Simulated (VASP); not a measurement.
# CoO in VASP: further runs, part 2 of 2

VASP 6.6.1.

### Step 3. Single point, PBE, collinear spin, ferromagnetic start (atoms moved at random)

The input, INCAR:

```
PREC = Accurate ; ENCUT = 520
EDIFF = 1E-6 ; ISMEAR = -1
SIGMA = 0.05 ; LREAL = False
LASPH = True ; NELM = 150
ALGO = Normal ; ISIF = 2
LWAVE = False ; LCHARG = False
ISPIN = 2 ; MAGMOM = 2 0
LORBIT = 11 ; LMAXMIX = 4
GGA = PE ; NBANDS = 18
```

The input, KPOINTS:

```
Automatic mesh
0
Gamma
  11 11 11
```

The input, POSCAR:

```
CoO
1.0
    0.0000000000      2.1315000000      2.1315000000
    2.1315000000      0.0000000000      2.1315000000
    2.1315000000      2.1315000000      0.0000000000
Co O
1 1
Direct
   -0.0073950000      0.0082970000      0.0150690000
    0.4971250000      0.5171570000      0.4953140000
```

Potentials or basis: VASP PAW PBE potentials, release 64 (Co, O).

Command:

```
$ cat potpaw_PBE.64/Co/POTCAR potpaw_PBE.64/O/POTCAR > POTCAR
$ mpirun -np 1 vasp_std > vasp.out
```

OUTCAR:

```text
PREC = Accurate
   ENCUT = 520
   EDIFF = 1E-6
   ISMEAR = -1
   LREAL = False
   LASPH = True
   NELM = 150
   ISIF = 2
   ISPIN = 2
   LORBIT = 11
   GGA = PE

 ion  position               nearest neighbor table
   1  0.993  0.008  0.015-   2 2.10   2 2.10   2 2.11   2 2.16   2 2.16   2 2.16
   2  0.497  0.517  0.495-   1 2.10   1 2.10   1 2.11   1 2.16   1 2.16   1 2.16

  LATTYP: Found a face centered cubic cell.
 ALAT       =     4.2630000000

  Lattice vectors:

 A1 = (   0.0000000000,   2.1315000000,   2.1315000000)
 A2 = (   2.1315000000,   0.0000000000,   2.1315000000)
 A3 = (   2.1315000000,   2.1315000000,   0.0000000000)

Analysis of symmetry for initial positions (statically):
=====================================================================
 Subroutine PRICEL returns:
 Original cell was already a primitive cell.

 Routine SETGRP: Setting up the symmetry group for a
 face centered cubic supercell.

 Subroutine GETGRP returns: Found  1 space group operations
 (whereof  1 operations were pure point group operations)
 out of a pool of 48 trial point group operations.

The static configuration has the point symmetry C_1 .

Analysis of symmetry for dynamics (positions and initial velocities):
=====================================================================
 Subroutine PRICEL returns:
 Original cell was already a primitive cell.

 Routine SETGRP: Setting up the symmetry group for a
 face centered cubic supercell.

 Subroutine GETGRP returns: Found  1 space group operations
 (whereof  1 operations were pure point group operations)
 out of a pool of 48 trial point group operations.

The dynamic configuration has the point symmetry C_1 .

Analysis of structural, dynamic, and magnetic symmetry:
=====================================================================
 Subroutine PRICEL returns:
 Original cell was already a primitive cell.

 Routine SETGRP: Setting up the symmetry group for a
 face centered cubic supercell.

 Subroutine GETGRP returns: Found  1 space group operations
 (whereof  1 operations were pure point group operations)
 out of a pool of 48 trial point group operations.

The overall configuration has the point symmetry C_1 .

 Subroutine INISYM returns: Found  1 space group operations
 (whereof  1 operations are pure point group operations),
 and found     1 'primitive' translations

----------------------------------------------------------------------------------------

                                     Primitive cell

  volume of cell :      19.3681

  direct lattice vectors                    reciprocal lattice vectors
     0.000000000  2.131500000  2.131500000    -0.234576589  0.234576589  0.234576589
     2.131500000  0.000000000  2.131500000     0.234576589 -0.234576589  0.234576589
     2.131500000  2.131500000  0.000000000     0.234576589  0.234576589 -0.234576589

  length of vectors
     3.014396208  3.014396208  3.014396208     0.406298571  0.406298571  0.406298571

  position of ions in fractional coordinates (direct lattice)
     0.992605000  0.008297000  0.015069000
     0.497125000  0.517157000  0.495314000

  ion indices of the primitive-cell ions
   primitive index   ion index
[... 64 lines left out ...]
 SYSTEM =  unknown system
   PREC   = accura    normal or accurate (medium, high low for compatibility)
   ISTART =      0    job   : 0-new  1-cont  2-samecut
   ICHARG =      2    charge: 1-file 2-atom 10-const
   ISPIN  =      2    spin polarized calculation?
   LNONCOLLINEAR =      F non collinear calculations
   LSORBIT =      F    spin-orbit coupling
   LASPH  =      T    aspherical Exc in radial PAW
   ENCUT  =  520.0 eV  38.22 Ry    6.18 a.u.   5.60  5.60  5.60*2*pi/ulx,y,z
   NELM   =    150;   NELMIN=  2; NELMDL= -5     # of ELM steps
   EDIFF  = 0.1E-05   stopping-criterion for ELM
   LREAL  =      F    real-space projection
   EDIFFG = 0.1E-04   stopping-criterion for IOM
   NSW    =      0    number of steps for IOM
   IBRION =     -1    ionic relax: 0-MD 1-quasi-New 2-CG
   NFREE  =      0    steps in history (QN), initial steepest desc. (CG)
   ISIF   =      2    stress and relaxation
   ISYM   =      2    0-nonsym 1-usesym 2-fastsym
   POTIM  = 0.5000    time-step for ionic-motion
   TEBEG  =    0.0;   TEEND  =   0.0 temperature during run
   PSTRESS=    0.0 pullay stress
   NELECT =      15.0000    total number of electrons
   NUPDOWN=      -1.0000    fix difference up-down
   EMIN   =  10.00;   EMAX   =-10.00  energy-range for DOS
   EFERMI =   0.00;   METHOD = LEGACY
   ISMEAR =    -1;   SIGMA  =   0.05  broadening in eV -4-tet -1-fermi 0-gaus
   EFERMI_NEDOS =   21; number of points for ismear=-14 and -15
   IALGO  =     38    algorithm
   IMIX   =      4    mixing-type and parameters
     AMIX     =   0.40;   BMIX     =  1.00
     AMIX_MAG =   1.60;   BMIX_MAG =  1.00
  volume/ion in A,a.u.               =       9.68        65.35
  Fermi-wavevector in a.u.,A,eV,Ry     =   1.503407  2.841027 30.752334  2.260233
  Thomas-Fermi vector in A             =   2.614521
   LORBIT       =     11    0 simple, 1 ext, 2 COOP (PROOUT), +10 PAW based schemes
   GGA     = PE    functional components
   LHFCALC =     F    Hartree Fock is set to
   AEXX    =    0.0000 exact exchange contribution
   IVDW    =     0    specifies the selected vdW correction
   LEPSILON=     F    determine dielectric tensor
   LRPA    =     F    only Hartree local field effects (RPA)
 spin polarized calculation
  energy-cutoff  :      520.00
  volume of cell :       19.37
 maximum number of plane-waves:       534
   NGX = 11   NGY = 11   NGZ = 11

 number of electron      14.9999998 magnetization       2.9022293

 Free energy of the ion-electron system (eV)
  ---------------------------------------------------
  ext. energy  EPLUGINS =         0.00000000
  ---------------------------------------------------
  free energy    TOTEN  =       -13.06098084 eV

  energy without entropy =      -13.02635122  energy(sigma->0) =      -13.04366603

 E-fermi :   7.8707     XC(G=0): -12.3947

 val. band max:        7.8706400046   @ k =   0.0909   0.2727  -0.1818
 cond. band min:       7.8708732612   @ k =   0.0909  -0.1818   0.2727
 fundamental gap:      0.0002332565
 Fermi energy:         7.8707367525

 spin component 1

 k-point     1 :       0.0000    0.0000    0.0000
  band No.  band energies     occupation
      1     -12.2978      1.00000
      2       4.4353      1.00000
      3       4.4634      1.00000
      4       4.5616      1.00000
      5       4.7599      1.00000
      6       4.7951      1.00000
[... 493 lines left out ...]
     17      30.7416      0.00000
     18      32.9408      0.00000

 [... further k-points ...]

 spin component 2

 k-point     1 :       0.0000    0.0000    0.0000
  band No.  band energies     occupation
      1     -11.7979      1.00000
      2       5.2884      1.00000
      3       5.2902      1.00000
      4       5.2922      1.00000
      5       6.7870      1.00000
      6       6.7957      1.00000
[... 493 lines left out ...]
     17      31.6226      0.00000
     18      33.7358      0.00000

 [... further k-points ...]

------------------------ aborting loop because EDIFF is reached ----------------------------------------

  FORCE on cell =-STRESS in cart. coord.  units (eV):
  Direction    XX          YY          ZZ          XY          YZ          ZX
  --------------------------------------------------------------------------------------
  -------------------------------------------------------------------------------------
  Total       -0.2910179     -0.2788834     -0.2839629     -0.0083514      0.0104563      0.0074003
  in kB      -24.0737825    -23.0699804    -23.4901737     -0.6908526      0.8649737      0.6121743
  external PRESSURE =     -23.5446455 kB  Pullay stress =       0.0000000 kB

 VOLUME and BASIS-vectors are now :
 -----------------------------------------------------------------------------
  energy-cutoff  :      520.00
  volume of cell :       19.37
      direct lattice vectors                 reciprocal lattice vectors
     0.000000000  2.131500000  2.131500000    -0.234576589  0.234576589  0.234576589
     2.131500000  0.000000000  2.131500000     0.234576589 -0.234576589  0.234576589
     2.131500000  2.131500000  0.000000000     0.234576589  0.234576589 -0.234576589

 POSITION                                       TOTAL-FORCE (eV/Angst)
 -----------------------------------------------------------------------------------
      0.04980      2.14786      2.13342        -0.025851     -0.037427      0.032291
      2.15808      2.11538      2.16194         0.025851      0.037427     -0.032291
 -----------------------------------------------------------------------------------
    total drift:                                0.000180      0.000267     -0.000025

  FREE ENERGIE OF THE ION-ELECTRON SYSTEM (eV)
  ---------------------------------------------------
  free  energy   TOTEN  =       -13.0609808379 eV

  energy  without entropy=      -13.0263512200  energy(sigma->0) =      -13.04366603

 total charge

# of ion       s       p       d       tot
------------------------------------------
    1        0.294   0.355   7.143   7.792
    2        1.556   3.423   0.000   4.979
--------------------------------------------------
tot          1.850   3.778   7.143  12.771

 magnetization (x)

# of ion       s       p       d       tot
------------------------------------------
    1        0.020   0.018   2.517   2.555
    2        0.028   0.269   0.000   0.297
--------------------------------------------------
tot          0.049   0.286   2.517   2.852
```

OSZICAR:

```text
N       E                     dE             d eps       ncg     rms          rms(c)
DAV:   1     0.777339696579E+02    0.77734E+02   -0.65718E+03 49890   0.958E+02
DAV:   2    -0.105408721509E+02   -0.88275E+02   -0.76212E+02 50538   0.222E+02
DAV:   3    -0.154109188680E+02   -0.48700E+01   -0.46981E+01 55594   0.553E+01
DAV:   4    -0.154610294131E+02   -0.50111E-01   -0.50066E-01 59300   0.536E+00
DAV:   5    -0.154621730813E+02   -0.11437E-02   -0.11435E-02 59334   0.808E-01    0.166E+01
DAV:   6    -0.143786573168E+02    0.10835E+01   -0.16932E+01 61746   0.607E+01    0.202E+01
DAV:   7    -0.131808876816E+02    0.11978E+01   -0.73714E+00 59514   0.478E+01    0.814E+00
DAV:   8    -0.130772638760E+02    0.10362E+00   -0.40846E-01 68922   0.981E+00    0.413E+00
DAV:   9    -0.130825156495E+02   -0.52518E-02   -0.25616E-01 70504   0.841E+00    0.288E+00
DAV:  10    -0.130625738206E+02    0.19942E-01   -0.93141E-02 71414   0.576E+00    0.553E-01
DAV:  11    -0.130610955357E+02    0.14783E-02   -0.19495E-02 66206   0.189E+00    0.301E-01
DAV:  12    -0.130609654377E+02    0.13010E-03   -0.19539E-03 70766   0.635E-01    0.445E-02
DAV:  13    -0.130609862504E+02   -0.20813E-04   -0.10518E-04 56744   0.952E-02    0.484E-02
DAV:  14    -0.130609789101E+02    0.73403E-05   -0.61685E-06 59372   0.216E-02    0.166E-02
DAV:  15    -0.130609809591E+02   -0.20490E-05   -0.55998E-06 44254   0.249E-02    0.126E-02
DAV:  16    -0.130609808379E+02    0.12122E-06   -0.52711E-07 27632   0.800E-03
   1 F= -.13060981E+02 E0= -.13043666E+02  d E =-.346296E-01  mag=     2.9025
```

Wall time 3.3 min (1 thread of Intel Xeon Platinum 8559C (Emerald Rapids), shared host); peak memory 0.43 GiB.

Results:

- Free energy: -13.0610 eV
- Pressure: -2.4 GPa
- Largest force: 0.056 eV/Å
- Net moment: 2.90 μB per cell
- Site moments: Co +2.56; O +0.30 μB
- Valence electrons inside the program's atomic spheres: Co 7.79; O 4.98

Forces on the atoms (eV/Å):
```
Co  -0.026 -0.037  0.032
O    0.026  0.037 -0.032
```

Caveat: the cell differs from its parent crystal (atoms moved at random); a cell with one magnetic atom can't hold antiferromagnetic order, which such compounds often take; semilocal functionals often make such compounds metallic where correlation or magnetic order opens a gap, which also shifts bond lengths.
